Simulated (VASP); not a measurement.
Here is a VASP 6.6.1 calculation.

POSCAR

```
AlP
1.0
    0.0000000000      2.7350000000      2.7350000000
    2.7350000000      0.0000000000      2.7350000000
    2.7350000000      2.7350000000      0.0000000000
Al P
1 1
Direct
    0.0000000000      0.0000000000      0.0000000000
    0.2500000000      0.2500000000      0.2500000000
```

The input INCAR.step1:

```
SYSTEM = AlP
PREC = Accurate ; ENCUT = 550
ISMEAR = 0 ; SIGMA = 0.02
LREAL = .FALSE. ; LASPH = .TRUE.
NELM = 120 ; NBANDS = 11
GGA = PE ; ALGO = Normal
EDIFF = 1E-5 ; LWAVE = .TRUE.
LCHARG = .FALSE. ; GGA_COMPAT = .FALSE.
```

The input INCAR.step2:

```
SYSTEM = AlP
PREC = Accurate ; ENCUT = 550
EDIFF = 1E-6 ; ISMEAR = 0
SIGMA = 0.02 ; LREAL = .FALSE.
LASPH = .TRUE. ; NELM = 120
ALGO = Normal ; ISIF = 2
LWAVE = .FALSE. ; LCHARG = .FALSE.
METAGGA = R2SCAN ; LMIXTAU = .TRUE.
NBANDS = 11 ; ISTART = 1
GGA_COMPAT = .FALSE.
```

Contents of KPOINTS:

```
Automatic mesh
0
G
  8 8 8
  0 0 0
```

Potentials or basis: VASP PAW PBE potentials, release 64 (Al, P).

Command:

```sh
$ cat potpaw_PBE.64/Al/POTCAR potpaw_PBE.64/P/POTCAR > POTCAR
$ cp INCAR.step1 INCAR
$ mpirun -np 1 vasp_std > vasp.out
$ cp INCAR.step2 INCAR
$ mpirun -np 1 vasp_std > vasp.out
```

**Question.** Estimate the pressure.

**Answer.** 0.1 GPa.

**Question.** Estimate the band gap on the k mesh.

**Answer.** 1.92 eV, indirect (least direct gap 3.95 eV).

Caveat: the PAW data sets were made with another functional, which shifts forces and pressure a little. r2SCAN opens gaps a little over a GGA but as a rule still falls short of measured ones.
